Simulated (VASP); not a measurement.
# BaTiO3 (P4mm) in VASP: single point with PBEsol

Aim: the single point of BaTiO3 with PBEsol.

Everything below comes from runs of VASP 6.6.1. Logs are shortened: lines on timing, memory, paths and dates and some standing lists are left out, and cuts for length are marked.

### 1 The cell of the first run

The structure is tetragonal, space group P4mm (No. 99). The conventional cell has a = 3.955 Å, b = 3.955 Å, c = 4.045 Å, α = 90.00°, β = 90.00°, γ = 90.00°. Within 3.7 Å of Ba (site symmetry 4mm) lie 12 O at 2.77 to 2.88 Å and 8 Ti at 3.42 to 3.49 Å. Within 2.4 Å of Ti (site symmetry 4mm) lie 6 O at 1.84 to 2.21 Å. Within 2.4 Å of O (site symmetry 4mm) lie 2 Ti at 1.84 to 2.21 Å. O (site symmetry 2mm) has 2 Ti at 1.98 Å within 2.6 Å.

### 2 Single point, PBEsol

The input, INCAR:

```
SYSTEM = BaTiO3
ALGO = Normal
EDIFF = 1E-6
ENCUT = 1340
GGA = PS
GGA_COMPAT = .FALSE.
ISIF = 2
ISMEAR = -1
LASPH = .TRUE.
LCHARG = .FALSE.
LREAL = .FALSE.
LWAVE = .FALSE.
NBANDS = 28
NELM = 120
PREC = Accurate
SIGMA = 0.02
```

The input, KPOINTS:

```
k-points
0
G
  6 6 6
  0 0 0
```

The input, POSCAR:

```
BaTiO3
1.0
    3.9553036607      0.0000000000      0.0000000000
    0.0000000000      3.9553036607      0.0000000000
    0.0000000000      0.0000000000      4.0449751940
Ba Ti O
1 1 3
Direct
    0.0000000000      0.0000000000     -0.0019786799
    0.5000000000      0.5000000000      0.4827690699
    0.5000000000      0.5000000000      0.0278958863
    0.5000000000      0.0000000000      0.5171568618
    0.0000000000      0.5000000000      0.5171568618
```

Potentials or basis: VASP PAW PBE potentials, release 64 (Ba_sv, Ti_sv, O_h).

Started as:

```bash
$ cat potpaw_PBE.64/Ba_sv/POTCAR potpaw_PBE.64/Ti_sv/POTCAR potpaw_PBE.64/O_h/POTCAR > POTCAR
$ mpirun -np 1 vasp_std > vasp.out
```

OUTCAR:

```text
SYSTEM = BaTiO3
   EDIFF = 1E-6
   ENCUT = 1340
   GGA = PS
   ISIF = 2
   ISMEAR = -1
   LASPH = .TRUE.
   LREAL = .FALSE.
   NELM = 120
   PREC = Accurate

 ion  position               nearest neighbor table
   1  0.000  0.000  0.998-   4 2.77   5 2.77   5 2.77   4 2.77   3 2.80   3 2.80   3 2.80   3 2.80
                             4 2.88   5 2.88   5 2.88   4 2.88   2 3.42   2 3.42   2 3.42   2 3.42
   2  0.500  0.500  0.483-   3 1.84   4 1.98   5 1.98   4 1.98   5 1.98   3 2.21   1 3.42   1 3.42
                             1 3.42   1 3.42   1 3.49   1 3.49   1 3.49   1 3.49
   3  0.500  0.500  0.028-   2 1.84   2 2.21   1 2.80   1 2.80   1 2.80   1 2.80
   4  0.500  0.000  0.517-   2 1.98   2 1.98   1 2.77   1 2.77   1 2.88   1 2.88
   5  0.000  0.500  0.517-   2 1.98   2 1.98   1 2.77   1 2.77   1 2.88   1 2.88

  LATTYP: Found a simple tetragonal cell.
 ALAT       =     3.9553036607
 C/A-ratio  =     1.0226712134

  Lattice vectors:

 A1 = (   3.9553036607,   0.0000000000,   0.0000000000)
 A2 = (   0.0000000000,   3.9553036607,   0.0000000000)
 A3 = (   0.0000000000,   0.0000000000,   4.0449751940)

Analysis of symmetry for initial positions (statically):
=====================================================================
 Subroutine PRICEL returns:
 Original cell was already a primitive cell.

 Routine SETGRP: Setting up the symmetry group for a
 simple tetragonal supercell.

 Subroutine GETGRP returns: Found  8 space group operations
 (whereof  8 operations were pure point group operations)
 out of a pool of 16 trial point group operations.

The static configuration has the point symmetry C_4v.

Analysis of symmetry for dynamics (positions and initial velocities):
=====================================================================
 Subroutine PRICEL returns:
 Original cell was already a primitive cell.

 Routine SETGRP: Setting up the symmetry group for a
 simple tetragonal supercell.

 Subroutine GETGRP returns: Found  8 space group operations
 (whereof  8 operations were pure point group operations)
 out of a pool of 16 trial point group operations.

The dynamic configuration has the point symmetry C_4v.

 Subroutine INISYM returns: Found  8 space group operations
 (whereof  8 operations are pure point group operations),
 and found     1 'primitive' translations

[... 93 lines left out ...]
   ICHARG =      2    charge: 1-file 2-atom 10-const
   ISPIN  =      1    spin polarized calculation?
   LNONCOLLINEAR =      F non collinear calculations
   LSORBIT =      F    spin-orbit coupling
   LASPH  =      T    aspherical Exc in radial PAW
   ENCUT  = 1340.0 eV  98.49 Ry    9.92 a.u.  11.81 11.81 12.07*2*pi/ulx,y,z
   NELM   =    120;   NELMIN=  2; NELMDL= -5     # of ELM steps
   EDIFF  = 0.1E-05   stopping-criterion for ELM
   LREAL  =      F    real-space projection
[... 7 lines left out ...]
   TEBEG  =    0.0;   TEEND  =   0.0 temperature during run
   PSTRESS=    0.0 pullay stress
   NELECT =      40.0000    total number of electrons
   NUPDOWN=      -1.0000    fix difference up-down
   EMIN   =  10.00;   EMAX   =-10.00  energy-range for DOS
   EFERMI =   0.00;   METHOD = LEGACY
   ISMEAR =    -1;   SIGMA  =   0.02  broadening in eV -4-tet -1-fermi 0-gaus
   EFERMI_NEDOS =   21; number of points for ismear=-14 and -15
   IALGO  =     38    algorithm
   IMIX   =      4    mixing-type and parameters
     AMIX     =   0.40;   BMIX     =  1.00
     AMIX_MAG =   1.60;   BMIX_MAG =  1.00
  volume/ion in A,a.u.               =      12.66        85.41
  Fermi-wavevector in a.u.,A,eV,Ry     =   1.404978  2.655024 26.857416  1.973964
  Thomas-Fermi vector in A             =   2.527486
   LORBIT       =      0    0 simple, 1 ext, 2 COOP (PROOUT), +10 PAW based schemes
   GGA     = PS    functional components
   LHFCALC =     F    Hartree Fock is set to
   AEXX    =    0.0000 exact exchange contribution
   IVDW    =     0    specifies the selected vdW correction
   LEPSILON=     F    determine dielectric tensor
   LRPA    =     F    only Hartree local field effects (RPA)
 non-spin polarized calculation
  energy-cutoff  :     1340.00
  volume of cell :       63.28
 maximum number of plane-waves:      7088
 NGX is ok and might be reduce to    48
   NGX = 23   NGY = 23   NGZ = 25

 number of electron      40.0000003 magnetization

 Free energy of the ion-electron system (eV)
  ---------------------------------------------------
  ext. energy  EPLUGINS =         0.00000000
  ---------------------------------------------------
  free energy    TOTEN  =       -42.02195563 eV

  energy without entropy =      -42.02195563  energy(sigma->0) =      -42.02195563

 E-fermi :   4.8139     XC(G=0): -11.5803

 val. band max:        4.2543737999   @ k =   0.5000   0.5000   0.5000
 cond. band min:       6.0423338461   @ k =   0.0000   0.0000   0.0000
 fundamental gap:      1.7879600462
 Fermi energy:         4.8139358265

 k-point     1 :       0.0000    0.0000    0.0000
  band No.  band energies     occupation
      1     -51.9797      2.00000
      2     -28.3871      2.00000
      3     -28.3148      2.00000
      4     -28.3148      2.00000
      5     -20.6006      2.00000
      6     -12.6847      2.00000
[... 733 lines left out ...]
     27      12.3453      0.00000
     28      13.6424      0.00000

 [... further k-points ...]

------------------------ aborting loop because EDIFF is reached ----------------------------------------

  FORCE on cell =-STRESS in cart. coord.  units (eV):
  Direction    XX          YY          ZZ          XY          YZ          ZX
  --------------------------------------------------------------------------------------
  -------------------------------------------------------------------------------------
  Total        0.6966468      0.6966468      0.6889923      0.0000000     -0.0000000      0.0000000
  in kB       17.6379333     17.6379333     17.4441341      0.0000000     -0.0000000      0.0000000
  external PRESSURE =      17.5733336 kB  Pullay stress =       0.0000000 kB

 VOLUME and BASIS-vectors are now :
 -----------------------------------------------------------------------------
  energy-cutoff  :     1340.00
  volume of cell :       63.28
      direct lattice vectors                 reciprocal lattice vectors
     3.955303661  0.000000000  0.000000000     0.252825089  0.000000000  0.000000000
     0.000000000  3.955303661  0.000000000     0.000000000  0.252825089  0.000000000
     0.000000000  0.000000000  4.044975194     0.000000000  0.000000000  0.247220305

 POSITION                                       TOTAL-FORCE (eV/Angst)
 -----------------------------------------------------------------------------------
      0.00000      0.00000      4.03697         0.000000      0.000000      0.037939
      1.97765      1.97765      1.95279         0.000000     -0.000000      0.021723
      1.97765      1.97765      0.11284         0.000000      0.000000     -0.025558
      1.97765      0.00000      2.09189         0.000000      0.000000     -0.017052
      0.00000      1.97765      2.09189         0.000000      0.000000     -0.017052
 -----------------------------------------------------------------------------------
    total drift:                                0.000000      0.000000     -0.000530

  FREE ENERGIE OF THE ION-ELECTRON SYSTEM (eV)
  ---------------------------------------------------
  free  energy   TOTEN  =       -42.0219556336 eV

  energy  without entropy=      -42.0219556336  energy(sigma->0) =      -42.02195563
```

OSZICAR:

```text
N       E                     dE             d eps       ncg     rms          rms(c)
DAV:   1     0.673840932422E+03    0.67384E+03   -0.35745E+04  2240   0.313E+03
DAV:   2     0.775521059788E+02   -0.59629E+03   -0.57077E+03  2280   0.649E+02
DAV:   3    -0.434821435623E+02   -0.12103E+03   -0.11345E+03  3456   0.215E+02
DAV:   4    -0.516865787437E+02   -0.82044E+01   -0.81727E+01  2948   0.539E+01
DAV:   5    -0.520128519649E+02   -0.32627E+00   -0.32600E+00  3556   0.105E+01    0.238E+01
DAV:   6    -0.421516130858E+02    0.98612E+01   -0.50026E+01  3348   0.665E+01    0.990E+00
DAV:   7    -0.421716319743E+02   -0.20019E-01   -0.94582E+00  3128   0.219E+01    0.722E+00
DAV:   8    -0.420126222604E+02    0.15901E+00   -0.83248E-01  2684   0.839E+00    0.310E+00
DAV:   9    -0.420402473649E+02   -0.27625E-01   -0.25374E-01  3236   0.383E+00    0.129E+00
DAV:  10    -0.420239808751E+02    0.16266E-01   -0.80346E-02  2736   0.287E+00    0.523E-01
DAV:  11    -0.420221962580E+02    0.17846E-02   -0.10496E-02  3192   0.860E-01    0.148E-01
DAV:  12    -0.420220039436E+02    0.19231E-03   -0.15010E-03  2736   0.295E-01    0.592E-02
DAV:  13    -0.420219562603E+02    0.47683E-04   -0.23885E-04  2768   0.158E-01    0.203E-02
DAV:  14    -0.420219569914E+02   -0.73110E-06   -0.66454E-05  3184   0.571E-02    0.125E-02
DAV:  15    -0.420219563259E+02    0.66546E-06   -0.18634E-05  3404   0.396E-02    0.928E-03
DAV:  16    -0.420219556336E+02    0.69231E-06   -0.42125E-06  2060   0.213E-02
   1 F= -.42021956E+02 E0= -.42021956E+02  d E =-.700368E-14
```

It took 2.9 min on 1 thread of Intel Xeon Platinum 8375C at 2.90GHz (Ice Lake), shared host; peak memory 0.53 GiB.

Results:

```
Free energy            : -42.0220 eV
Pressure               : 1.8 GPa
Largest force          : 0.038 eV/Å
Band gap on the k mesh : 1.79 eV (least direct gap 2.19 eV)
```

Forces in eV/Å, atoms in the order of the input:
```
Ba   0.000  0.000  0.038
Ti   0.000  0.000  0.022
O    0.000  0.000 -0.026
O    0.000  0.000 -0.017
O    0.000  0.000 -0.017
```

Caveat: the PAW data sets were made with another functional, which shifts forces and pressure a little; spin-orbit coupling is left out, which moves the levels of the heavy elements. A k mesh can miss the band edges.
